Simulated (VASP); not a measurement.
# Ca2Ge3N (P-4m2) in VASP: further runs, part 2 of 2

VASP 6.6.1. Earlier steps stand in the parts before.

## (4) Relaxation of cell and atoms, PBE

INCAR reads:

```
SYSTEM = Ca2Ge3N
PREC     = Accurate       ! precision mode
ENCUT    = 600            ! plane-wave cutoff, eV
EDIFF    = 1E-6           ! SCF threshold, eV
ISMEAR   = 0              ! smearing method
SIGMA    = 0.1            ! smearing width, eV
LREAL    = .False.        ! projectors in reciprocal space
LASPH    = .True.         ! aspherical terms in the spheres
NELM     = 80             ! most SCF steps
ALGO     = Normal         ! electronic algorithm
ISIF     = 3              ! what is computed and relaxed
LWAVE    = .False.        ! write WAVECAR
LCHARG   = .False.        ! write CHGCAR
GGA      = PE             ! functional
IBRION   = 2              ! ionic algorithm
NSW      = 90             ! ionic steps
EDIFFG   = -0.04          ! ionic threshold
```

KPOINTS reads:

```
Automatic mesh
0
Gamma
  4 4 2
  0 0 0
```

POSCAR reads:

```
Ca2Ge3N
1.0
    4.0659544500      0.0000000000      0.0000000000
    0.0000000000      4.0659544500      0.0000000000
    0.0000000000      0.0000000000      7.8565322400
Ca Ge N
2 3 1
Direct
    0.0000000000      0.0000000000      0.8510027600
    0.0000000000      0.0000000000      0.1489972400
    0.0000000000      0.0000000000      0.5000000000
    0.0000000000      0.5000000000      0.4648008300
    0.5000000000      0.0000000000      0.5351991700
    0.5000000000      0.5000000000      0.5000000000
```

Launch:

```sh
cat potpaw_PBE.64/Ca_sv/POTCAR potpaw_PBE.64/Ge_d/POTCAR potpaw_PBE.64/N/POTCAR > POTCAR
mpirun -np 1 vasp_std > vasp.out
```

Run time: 14 min. Hardware: 1 thread of Intel Xeon 6975P-C (Granite Rapids), shared host; peak memory 0.29 GiB.

The run converged. Its results:

```
Free energy                           : -22.5311 eV
Relaxed volume                        : 29.77 Å³/atom
Relaxed cell                          : a = 4.186 Å, b = 4.186 Å, c = 10.196 Å, α = 90.00°, β = 90.00°, γ = 90.00°
Space group after relaxing (to 0.1 Å) : P-4m2 (No. 115)
Energy gained by relaxing             : 1152.4 meV/atom
Ionic steps                           : 32
Pressure after relaxing               : -0.1 GPa
Largest force after relaxing          : 0.023 eV/Å
Band gap on the k mesh                : zero (an odd number of electrons rules out a gap without spin polarisation)
```

Forces in eV/Å, atoms in the order of the input:
```
Ca   0.000  0.000  0.023
Ca   0.000  0.000 -0.023
Ge   0.000  0.000  0.000
Ge   0.000  0.000  0.010
Ge   0.000  0.000 -0.010
N    0.000  0.000  0.000
```

Step by step:
```
step  energy change (eV)  largest force (eV/Å)  pressure (GPa)  volume (Å³)
   1              0.0000                3.5535           31.96       129.88
   2             -4.1642                2.0608           -3.67       227.70
   3             -4.8384                2.2527            0.40       184.57
   4             -5.5676                1.2730            0.43       190.70
   5             -5.9308                0.6223            0.24       197.18
   6             -5.9713                0.6822            0.22       199.49
   7             -5.9806                0.7452            0.23       200.87
   8             -6.0601                0.5946           -0.42       203.53
   9             -6.0847                0.4183           -0.92       206.02
  10             -6.1415                0.4263           -0.59       203.49
  11             -6.2627                0.6854            0.35       195.98
  12             -6.0210                2.1266            3.71       181.37
  13             -6.2813                0.8188            0.70       193.73
  14             -6.3386                0.7768            0.70       193.09
  15             -6.4761                0.7989            0.79       191.04
  16             -6.5144                1.1960            0.74       186.39
  17             -6.5522                0.9872            0.79       188.96
  18             -6.5573                1.0782            0.74       187.79
  19             -6.6513                0.8267            0.00       189.68
  20             -6.7441                0.3660           -1.39       193.80
  21             -6.7985                0.3572           -0.55       188.72
  22             -6.8124                0.3458            0.34       184.09
  23             -6.8331                0.2951            0.26       183.40
  24             -6.8781                0.3449            0.23       181.32
  25             -6.8548                0.5357            0.22       177.15
  26             -6.8899                0.4038            0.20       180.04
  27             -6.9073                0.0711           -0.58       181.53
  28             -6.9073                0.0754           -0.54       181.52
  29             -6.9141                0.0658            0.08       177.48
  30             -6.9145                0.0495           -0.05       178.24
  31             -6.9145                0.0508            0.06       178.18
  32             -6.9147                0.0231           -0.06       178.65
```

Final structure:
```xyz
6
Lattice="4.1858 0.0000 0.0000 0.0000 4.1858 0.0000 0.0000 0.0000 10.1962" Properties=species:S:1:pos:R:3 pbc="T T T"
Ca    0.0000    0.0000    8.3655
Ca    0.0000    0.0000    1.8306
Ge    0.0000    0.0000    5.0981
Ge    0.0000    2.0929    3.9117
Ge    2.0929    0.0000    6.2844
N     2.0929    2.0929    5.0981
```

Levels at points of the mesh, in eV from the Fermi level:
```tsv
k point	band 31	band 32	band 33	band 34	band 35	band 36	band 37	band 38
(0.00, 0.00, 0.00)	-1.62	-1.09	-0.85	-0.85	-0.18	0.85	1.12	1.74
(0.50, 0.00, 0.00)	-2.37	-1.81	-1.61	-0.13	-0.03	0.90	1.22	1.75
(0.50, 0.50, 0.00)	-3.08	-0.15	0.77	0.99	0.99	1.05	1.28	1.28
(0.00, 0.00, 0.50)	-1.10	-0.86	-0.86	-0.27	-0.08	0.02	1.32	1.51
(0.50, 0.00, 0.50)	-2.34	-1.68	-1.59	-0.38	-0.13	0.79	1.19	2.06
(0.50, 0.50, 0.50)	-3.08	0.09	0.57	1.01	1.01	1.23	1.23	1.41
```

Caveat: the k points lie up to 0.38 Å⁻¹ apart in the final cell, too coarse for converged energies and pressures of a metal; the volume moved by over 15 % at a fixed basis, so the end points are rough.

## (5) Single point, PBE

This run uses another cell than the first one, of 29.75 Å³/atom.

INCAR reads:

```
SYSTEM = Ca2Ge3N
PREC = Accurate
ENCUT = 520
EDIFF = 1E-6
ISMEAR = 0
SIGMA = 0.1
LREAL = .False.
LASPH = .True.
NELM = 100
ALGO = Normal
ISIF = 2
LWAVE = .False.
LCHARG = .False.
GGA = PE
NBANDS = 42
```

KPOINTS reads:

```
Automatic mesh
0
Gamma
  10 10 4
  0 0 0
```

POSCAR reads:

```
Ca2Ge3N
1.0
    4.1449916091      0.0000000000      0.0000000000
    0.0000000000      4.1449916091      0.0000000000
    0.0000000000      0.0000000000     10.3902558140
Ca Ge N
2 3 1
Direct
    0.0000000000      0.0000000000      0.8212896199
    0.0000000000      0.0000000000      0.1787103801
    0.0000000000      0.0000000000      0.5000000000
    0.0000000000      0.5000000000      0.3828024178
    0.5000000000      0.0000000000      0.6171975822
    0.5000000000      0.5000000000      0.5000000000
```

Launch:

```sh
cat potpaw_PBE.64/Ca_sv/POTCAR potpaw_PBE.64/Ge_d/POTCAR potpaw_PBE.64/N/POTCAR > POTCAR
mpirun -np 1 vasp_std > vasp.out
```

It took 3.6 min on 1 thread of Intel Xeon 6975P-C (Granite Rapids), shared host; peak memory 0.54 GiB.

The run converged. Its results:

| Quantity | Value |
| --- | --- |
| Free energy | -22.6276 eV |
| Pressure | 0.0 GPa |
| Largest force | 0.013 eV/Å |
| Band gap on the k mesh | zero (an odd number of electrons rules out a gap without spin polarisation) |

Forces in eV/Å, atoms in the order of the input:
```
Ca   0.000  0.000  0.013
Ca   0.000  0.000 -0.013
Ge   0.000  0.000  0.000
Ge   0.000  0.000  0.013
Ge   0.000  0.000 -0.013
N    0.000  0.000  0.000
```

Levels at points of the mesh, in eV from the Fermi level:
| k point | band 30 | band 31 | band 32 | band 33 | band 34 | band 35 | band 36 | band 37 | band 38 | band 39 |
| --- | --- | --- | --- | --- | --- | --- | --- | --- | --- | --- |
| (0.00, 0.00, 0.00) | -1.80 | -1.74 | -1.04 | -0.76 | -0.76 | -0.09 | 0.79 | 1.04 | 1.60 | 1.95 |
| (0.50, 0.00, 0.00) | -2.46 | -2.37 | -1.81 | -1.71 | -0.17 | -0.06 | 0.80 | 1.14 | 1.61 | 2.08 |
| (0.50, 0.50, 0.00) | -3.16 | -3.16 | -0.20 | 0.72 | 0.93 | 1.00 | 1.00 | 1.38 | 1.38 | 1.54 |
| (0.00, 0.00, 0.50) | -2.64 | -1.07 | -0.76 | -0.76 | -0.22 | -0.10 | -0.07 | 1.24 | 1.41 | 1.85 |
| (0.50, 0.00, 0.50) | -2.45 | -2.31 | -1.72 | -1.69 | -0.43 | -0.17 | 0.71 | 1.15 | 1.98 | 2.05 |
| (0.50, 0.50, 0.50) | -3.16 | -3.16 | 0.03 | 0.49 | 1.02 | 1.02 | 1.35 | 1.35 | 1.39 | 1.56 |

## (6) Summary

```tsv
task	cell	k mesh	cutoff (eV)	gap on the mesh (eV)	pressure (GPa)	largest force (eV/Å)
single point	a = 4.066, b = 4.066, c = 7.857 Å, 6 atoms, atomic positions A	4 × 4 × 2	520	none	31.9	3.55
single point	a = 4.178, b = 4.178, c = 10.223 Å, 6 atoms, atomic positions B	4 × 4 × 2	520	none	0.1	0.02
relaxation of cell and atoms	relaxed from a = 4.066, b = 4.066, c = 7.857 Å, 6 atoms, atomic positions A	4 × 4 × 2	600	none	-0.1	0.02
single point	a = 4.145, b = 4.145, c = 10.390 Å, 6 atoms, atomic positions C	10 × 10 × 4	520	none	0.0	0.01
```

Alike in all rows: level PBE; potentials or basis VASP PAW PBE potentials, release 64 (Ca_sv, Ge_d, N); no spin polarisation; smearing gaussian 0.1 eV.

Caveats: some runs use coarse meshes; forces of over 1 eV/Å act on the atoms, so gaps and moduli don't describe the material at rest (at least some runs); the volume moved by over 15 % at a fixed basis, so the end points are rough (at least some runs).

Absolute energies hang on the potentials; compare differences alone.
